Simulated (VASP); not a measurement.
A run of VASP 6.6.1 is set up as follows.

The input INCAR:

```
SYSTEM = Si3B4
PREC     = Accurate       ! precision mode
ENCUT    = 500            ! plane-wave cutoff, eV
EDIFF    = 1E-6           ! SCF threshold, eV
ISMEAR   = 0              ! smearing method
SIGMA    = 0.2            ! smearing width, eV
LREAL    = .FALSE.        ! projectors in reciprocal space
LASPH    = .TRUE.         ! aspherical terms in the spheres
NELM     = 120            ! most SCF steps
ALGO     = Normal         ! electronic algorithm
ISIF     = 2              ! what is computed and relaxed
LWAVE    = .FALSE.        ! write WAVECAR
LCHARG   = .TRUE.         ! write CHGCAR
GGA      = PE             ! functional
LELF     = .TRUE.         ! ELF
LVHAR    = .TRUE.       
NBANDS   = 21             ! bands
GGA_COMPAT= .FALSE.
```

KPOINTS

```
regular mesh
0
G
  4 4 5
  0 0 0
```

File POSCAR:

```
Si3B4
1.0
    5.7998497976      0.0000000000      0.0000000000
   -2.8999248988      5.0228172628      0.0000000000
    0.0000000000      0.0000000000      3.1773029727
Si B
3 4
Direct
    0.3669262402      0.0000000000      0.5000000000
    0.0000000000      0.3669262402      0.5000000000
    0.6330737598      0.6330737598      0.5000000000
    0.7011174640      0.0000000000      0.5000000000
    0.0000000000      0.7011174640      0.5000000000
    0.2988825360      0.2988825360      0.5000000000
    0.0000000000      0.0000000000      0.5000000000
```

Potentials or basis: VASP PAW PBE potentials, release 64 (Si, B).

Command:

```sh
$ cat potpaw_PBE.64/Si/POTCAR potpaw_PBE.64/B/POTCAR > POTCAR
$ mpirun -np 1 vasp_std > vasp.out
```

Q: Estimate the band gap on the k mesh.

A: Zero (bands 12 and 13 overlap by 2.74 eV).

Q: What does it give for the pressure?

A: 0.1 GPa.

Q: What does it give for the largest force?

A: 0.009 eV/Å.

Stress tensor (GPa, compression positive):
```
 0.22  0.00  0.00
 0.00  0.22  0.00
 0.00  0.00 -0.06
```

Caveat: the k points lie up to 0.40 Å⁻¹ apart, too coarse for converged energies and pressures of a metal.
